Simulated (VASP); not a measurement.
# Co (P6_3/mmc) in VASP: a series of runs, part 2 of 2

VASP 6.6.1. The steps go on from the part before.

## 3. Single point, PBEsol, collinear spin, ferromagnetic start

The input, INCAR:

```
SYSTEM = Co
PREC = Accurate ; ENCUT = 520
EDIFF = 1E-7 ; ISMEAR = -1
SIGMA = 0.02 ; LREAL = .False.
LASPH = .True. ; NELM = 150
ALGO = Normal ; ISIF = 2
LWAVE = .False. ; LCHARG = .False.
ISPIN = 2 ; MAGMOM = 3.2 3.2
LORBIT = 11 ; LMAXMIX = 4
GGA = PS ; NBANDS = 20
```

The input, KPOINTS:

```
regular mesh
0
Gamma
  5 5 3
  0 0 0
```

The input, POSCAR:

```
Co
1.0
    2.5074000000      0.0000000000      0.0000000000
   -1.2537000000      2.1714700000      0.0000000000
    0.0000000000      0.0000000000      4.0699000000
Co
2
Direct
    0.3333333333      0.6666666667      0.2500000000
    0.6666666667      0.3333333333      0.7500000000
```

Potentials or basis: VASP PAW PBE potentials, release 64 (Co).

On the command line:

```
$ cat potpaw_PBE.64/Co/POTCAR > POTCAR
$ mpirun -np 1 vasp_std > vasp.out
```

OUTCAR:

```text
SYSTEM = Co
   PREC = Accurate
   ENCUT = 520
   EDIFF = 1E-7
   ISMEAR = -1
   LREAL = .False.
   LASPH = .True.
   NELM = 150
   ISIF = 2
   ISPIN = 2
   LORBIT = 11
   GGA = PS

 ion  position               nearest neighbor table
   1  0.333  0.667  0.250-   2 2.50   2 2.50   2 2.50   2 2.50   2 2.50   2 2.50
   2  0.667  0.333  0.750-   1 2.50   1 2.50   1 2.50   1 2.50   1 2.50   1 2.50

  LATTYP: Found a hexagonal cell.
 ALAT       =     2.5074000000
 C/A-ratio  =     1.6231554598

  Lattice vectors:

 A1 = (   2.5074000000,   0.0000000000,   0.0000000000)
 A2 = (  -1.2537000000,   2.1714700000,   0.0000000000)
 A3 = (   0.0000000000,   0.0000000000,   4.0699000000)

Analysis of symmetry for initial positions (statically):
=====================================================================
 Subroutine PRICEL returns:
 Original cell was already a primitive cell.

 Routine SETGRP: Setting up the symmetry group for a
 hexagonal supercell.

 Subroutine GETGRP returns: Found 24 space group operations
 (whereof 12 operations were pure point group operations)
 out of a pool of 24 trial point group operations.

The static configuration has the point symmetry D_3d.
 The point group associated with its full space group is D_6h.

Analysis of symmetry for dynamics (positions and initial velocities):
=====================================================================
 Subroutine PRICEL returns:
 Original cell was already a primitive cell.

 Routine SETGRP: Setting up the symmetry group for a
 hexagonal supercell.

 Subroutine GETGRP returns: Found 24 space group operations
 (whereof 12 operations were pure point group operations)
 out of a pool of 24 trial point group operations.

The dynamic configuration has the point symmetry D_3d.
 The point group associated with its full space group is D_6h.

Analysis of structural, dynamic, and magnetic symmetry:
=====================================================================
 Subroutine PRICEL returns:
 Original cell was already a primitive cell.

 Routine SETGRP: Setting up the symmetry group for a
 hexagonal supercell.

 Subroutine GETGRP returns: Found 24 space group operations
 (whereof 12 operations were pure point group operations)
 out of a pool of 24 trial point group operations.

The overall configuration has the point symmetry D_3d.
 The point group associated with its full space group is D_6h.

 Subroutine INISYM returns: Found 24 space group operations
 (whereof 12 operations are pure point group operations),
 and found     1 'primitive' translations

----------------------------------------------------------------------------------------

                                     Primitive cell

  volume of cell :      22.1596

  direct lattice vectors                    reciprocal lattice vectors
     2.507400000  0.000000000  0.000000000     0.398819494  0.230258765  0.000000000
    -1.253700000  2.171470000  0.000000000     0.000000000  0.460517530  0.000000000
     0.000000000  0.000000000  4.069900000     0.000000000  0.000000000  0.245706283

  length of vectors
     2.507400000  2.507398184  4.069900000     0.460517196  0.460517530  0.245706283
[... 56 lines left out ...]
 SYSTEM =  Co
   PREC   = accura    normal or accurate (medium, high low for compatibility)
   ISTART =      0    job   : 0-new  1-cont  2-samecut
   ICHARG =      2    charge: 1-file 2-atom 10-const
   ISPIN  =      2    spin polarized calculation?
   LNONCOLLINEAR =      F non collinear calculations
   LSORBIT =      F    spin-orbit coupling
   LASPH  =      T    aspherical Exc in radial PAW
   ENCUT  =  520.0 eV  38.22 Ry    6.18 a.u.   4.66  4.66  7.57*2*pi/ulx,y,z
   NELM   =    150;   NELMIN=  2; NELMDL= -5     # of ELM steps
   EDIFF  = 0.1E-06   stopping-criterion for ELM
   LREAL  =      F    real-space projection
   EDIFFG = 0.1E-05   stopping-criterion for IOM
   NSW    =      0    number of steps for IOM
   IBRION =     -1    ionic relax: 0-MD 1-quasi-New 2-CG
   NFREE  =      0    steps in history (QN), initial steepest desc. (CG)
   ISIF   =      2    stress and relaxation
   ISYM   =      2    0-nonsym 1-usesym 2-fastsym
   POTIM  = 0.5000    time-step for ionic-motion
   TEBEG  =    0.0;   TEEND  =   0.0 temperature during run
   PSTRESS=    0.0 pullay stress
   NELECT =      18.0000    total number of electrons
   NUPDOWN=      -1.0000    fix difference up-down
   EMIN   =  10.00;   EMAX   =-10.00  energy-range for DOS
   EFERMI =   0.00;   METHOD = LEGACY
   ISMEAR =    -1;   SIGMA  =   0.02  broadening in eV -4-tet -1-fermi 0-gaus
   EFERMI_NEDOS =   21; number of points for ismear=-14 and -15
   IALGO  =     38    algorithm
   IMIX   =      4    mixing-type and parameters
     AMIX     =   0.40;   BMIX     =  1.00
     AMIX_MAG =   1.60;   BMIX_MAG =  1.00
  volume/ion in A,a.u.               =      11.08        74.77
  Fermi-wavevector in a.u.,A,eV,Ry     =   1.527491  2.886539 31.745496  2.333228
  Thomas-Fermi vector in A             =   2.635380
   LORBIT       =     11    0 simple, 1 ext, 2 COOP (PROOUT), +10 PAW based schemes
   GGA     = PS    functional components
   LHFCALC =     F    Hartree Fock is set to
   AEXX    =    0.0000 exact exchange contribution
   IVDW    =     0    specifies the selected vdW correction
   LEPSILON=     F    determine dielectric tensor
   LRPA    =     F    only Hartree local field effects (RPA)
 spin polarized calculation
  energy-cutoff  :      520.00
  volume of cell :       22.16
 maximum number of plane-waves:       609
 NGX is ok and might be reduce to    20
   NGX =  9   NGY =  9   NGZ = 15

 number of electron      18.0000004 magnetization       3.5832826

 Free energy of the ion-electron system (eV)
  ---------------------------------------------------
  ext. energy  EPLUGINS =         0.00000000
  ---------------------------------------------------
  free energy    TOTEN  =       -15.35834325 eV

  energy without entropy =      -15.35660838  energy(sigma->0) =      -15.35747581

 E-fermi :   9.6840     XC(G=0): -13.4570

 val. band max:        9.6709137146   @ k =   0.0000   0.0000   0.0000
 cond. band min:       9.8691128409   @ k =   0.2000   0.0000   0.0000
 fundamental gap:      0.1981991262
 Fermi energy:         9.6839575199

 spin component 1

 k-point     1 :       0.0000    0.0000    0.0000
  band No.  band energies     occupation
      1       0.8650      1.00000
      2       4.6532      1.00000
      3       7.1169      1.00000
      4       7.1752      1.00000
      5       7.1752      1.00000
      6       7.4737      1.00000
[... 206 lines left out ...]
      6       7.4255      1.00000
[... 12 lines left out ...]
     19      33.7867      0.00000
     20      36.2233      0.00000
 Fermi energy:         9.6839575199

 spin component 2

 k-point     1 :       0.0000    0.0000    0.0000
  band No.  band energies     occupation
      1       1.0476      1.00000
      2       5.7346      1.00000
      3       8.8307      1.00000
      4       8.9445      1.00000
      5       8.9445      1.00000
      6       9.2950      1.00000
[... 219 lines left out ...]
     19      34.1630      0.00000
     20      36.5531      0.00000

------------------------ aborting loop because EDIFF is reached ----------------------------------------

  FORCE on cell =-STRESS in cart. coord.  units (eV):
  Direction    XX          YY          ZZ          XY          YZ          ZX
  --------------------------------------------------------------------------------------
  -------------------------------------------------------------------------------------
  Total       -1.3707040     -1.3707013     -2.2499607      0.0000000     -0.0000000      0.0000000
  in kB      -99.1044288    -99.1042373   -162.6763139      0.0000000     -0.0000000      0.0000000
  external PRESSURE =    -120.2949933 kB  Pullay stress =       0.0000000 kB

 VOLUME and BASIS-vectors are now :
 -----------------------------------------------------------------------------
  energy-cutoff  :      520.00
  volume of cell :       22.16
      direct lattice vectors                 reciprocal lattice vectors
     2.507400000  0.000000000  0.000000000     0.398819494  0.230258765  0.000000000
    -1.253700000  2.171470000  0.000000000     0.000000000  0.460517530  0.000000000
     0.000000000  0.000000000  4.069900000     0.000000000  0.000000000  0.245706283

 POSITION                                       TOTAL-FORCE (eV/Angst)
 -----------------------------------------------------------------------------------
     -0.00000      1.44765      1.01747         0.000000      0.000000      0.000000
      1.25370      0.72382      3.05242        -0.000000     -0.000000      0.000000
 -----------------------------------------------------------------------------------
    total drift:                               -0.000000      0.000000     -0.000000

  FREE ENERGIE OF THE ION-ELECTRON SYSTEM (eV)
  ---------------------------------------------------
  free  energy   TOTEN  =       -15.3583432516 eV

  energy  without entropy=      -15.3566083775  energy(sigma->0) =      -15.35747581

 total charge

# of ion       s       p       d       tot
------------------------------------------
    1        0.485   0.512   7.232   8.228
    2        0.485   0.512   7.232   8.228
--------------------------------------------------
tot          0.969   1.024  14.463  16.457

 magnetization (x)

# of ion       s       p       d       tot
------------------------------------------
    1       -0.005  -0.014   1.807   1.789
    2       -0.005  -0.014   1.807   1.789
--------------------------------------------------
tot         -0.010  -0.027   3.615   3.578
```

OSZICAR:

```text
N       E                     dE             d eps       ncg     rms          rms(c)
DAV:   1     0.838198935160E+02    0.83820E+02   -0.81899E+03   848   0.122E+03
DAV:   2    -0.129786852466E+02   -0.96799E+02   -0.87664E+02   808   0.214E+02
DAV:   3    -0.172395776011E+02   -0.42609E+01   -0.40600E+01   944   0.554E+01
DAV:   4    -0.173070961946E+02   -0.67519E-01   -0.67456E-01   968   0.589E+00
DAV:   5    -0.173088750218E+02   -0.17788E-02   -0.17786E-02   928   0.892E-01    0.170E+01
DAV:   6    -0.158244714822E+02    0.14844E+01   -0.84868E+00   900   0.593E+01    0.726E+00
DAV:   7    -0.153965704390E+02    0.42790E+00   -0.12809E+00   940   0.207E+01    0.404E+00
DAV:   8    -0.153759382173E+02    0.20632E-01   -0.14345E-02  1132   0.101E+00    0.157E+00
DAV:   9    -0.153599118333E+02    0.16026E-01   -0.27878E-03  1260   0.928E-01    0.453E-01
DAV:  10    -0.153584255733E+02    0.14863E-02   -0.57074E-04  1028   0.260E-01    0.704E-02
DAV:  11    -0.153583536126E+02    0.71961E-04   -0.49705E-05  1096   0.956E-02    0.312E-02
DAV:  12    -0.153583449202E+02    0.86924E-05   -0.53261E-06   960   0.211E-02    0.174E-02
DAV:  13    -0.153583429539E+02    0.19663E-05   -0.11374E-06  1176   0.117E-02    0.709E-03
DAV:  14    -0.153583431826E+02   -0.22872E-06   -0.35630E-07   860   0.648E-03    0.252E-03
DAV:  15    -0.153583432516E+02   -0.68972E-07   -0.49927E-08   432   0.277E-03
   1 F= -.15358343E+02 E0= -.15357476E+02  d E =-.173487E-02  mag=     3.5832
```

stdout:

```text
POSCAR found type information on POSCAR Co
 POSCAR found :  1 types and       2 ions
 scaLAPACK will be used
 -----------------------------------------------------------------------------
|                                                                             |
|                                                                             |
|     You enforced a specific xc type in the INCAR file but a different       |
|     I HOPE YOU KNOW WHAT YOU ARE DOING!                                     |
|                                                                             |
 -----------------------------------------------------------------------------

 LDA part: xc-table for (Slater+PW92), standard interpolation
 POSCAR, INCAR and KPOINTS ok, starting setup
 FFT: planning ... GRIDC
 FFT: planning ... GRID_SOFT
 FFT: planning ... GRID
 WAVECAR not read
 entering main loop
```

Wall time 14 s (1 thread of Intel Xeon Platinum 8259CL at 2.50GHz (Skylake/Cascade Lake), shared host); peak memory 0.13 GiB.

Results:

- Free energy: -15.3583 eV
- Pressure: -12.0 GPa
- Net moment: 3.58 μB per cell
- Site moments: Co +1.79 μB
- Valence electrons inside the program's atomic spheres: Co 8.23

Stress tensor (GPa, compression positive):
```
 -9.91   0.00   0.00
  0.00  -9.91   0.00
  0.00   0.00 -16.27
```

Caveat: the k points lie up to 0.58 Å⁻¹ apart; the PAW data sets were made with another functional, which shifts forces and pressure a little.

## 4. Single point, PBEsol, collinear spin, ferromagnetic start

The input, INCAR:

```
ALGO     = Normal         # electronic algorithm
EDIFF    = 1E-6           # SCF threshold, eV
ENCUT    = 520            # plane-wave cutoff, eV
GGA      = PS             # functional
ISIF     = 2              # what is computed and relaxed
ISMEAR   = -1             # smearing method
ISPIN    = 2              # spin polarisation
LASPH    = T              # aspherical terms in the spheres
LCHARG   = F              # write CHGCAR
LMAXMIX  = 4              # l up to which the mixer works
LORBIT   = 11             # projections on sites
LREAL    = F              # projectors in reciprocal space
LWAVE    = F              # write WAVECAR
MAGMOM   = 3.2 3.2        # initial moments
NBANDS   = 20             # bands
NELM     = 150            # most SCF steps
PREC     = Accurate       # precision mode
SIGMA    = 0.02           # smearing width, eV
```

The input, KPOINTS:

```
k-points
0
Gamma
  6 6 3
```

POSCAR is that of step 3.

On the command line:

```
$ cat potpaw_PBE.64/Co/POTCAR > POTCAR
$ mpirun -np 1 vasp_std > vasp.out
```

Run time: 16 s. Hardware: 1 thread of Intel Xeon Platinum 8259CL at 2.50GHz (Skylake/Cascade Lake), shared host; peak memory 0.14 GiB.

It converged, with:

| Item | Value |
| --- | --- |
| Free energy | -15.4714 eV |
| Pressure | -14.1 GPa |
| Net moment | 3.33 μB per cell |
| Site moments | Co +1.68 μB |
| Valence electrons inside the program's atomic spheres | Co 8.23 |

Stress tensor (GPa, compression positive):
```
-15.67   0.00   0.00
  0.00 -15.67   0.00
  0.00   0.00 -11.00
```

Levels at points of the mesh, in eV from the Fermi level:
Spin up:
| k point | band 9 | band 10 | band 11 | band 12 | band 13 | band 14 |
| --- | --- | --- | --- | --- | --- | --- |
| (0.00, 0.00, 0.00) | -1.98 | -0.92 | -0.92 | -0.22 | 6.05 | 21.75 |
| (0.50, 0.00, 0.00) | -0.71 | -0.61 | 1.19 | 3.15 | 9.39 | 10.02 |
Spin down:
```tsv
k point	band 3	band 4	band 5	band 6	band 7	band 8	band 9	band 10	band 11	band 12
(0.00, 0.00, 0.00)	-1.00	-0.95	-0.95	-0.60	-0.60	-0.20	-0.14	-0.14	1.04	1.04
(0.50, 0.00, 0.00)	-3.15	-1.83	-1.05	-1.00	-0.64	1.14	1.28	1.30	2.45	4.16
```

Caveat: the k points lie up to 0.51 Å⁻¹ apart; the PAW data sets were made with another functional, which shifts forces and pressure a little.

## 5. Overview

```tsv
k mesh	gap on the mesh (eV)	pressure (GPa)	moment (μB)
4 × 4 × 2	none	-12.9	3.37
5 × 5 × 3	none	-12.0	3.58
6 × 6 × 3	none	-14.1	3.33
```

Alike in all rows: task single point; level PBEsol; potentials or basis VASP PAW PBE potentials, release 64 (Co); spin collinear, ferromagnetic start; cell as given; cutoff (eV) 520; smearing fermi-dirac 0.02 eV.

Caveats: all runs use coarse meshes; the PAW data sets were made with another functional, which shifts forces and pressure a little.

Total energies depend on the potentials used, so only differences within one code and one set of settings carry meaning.
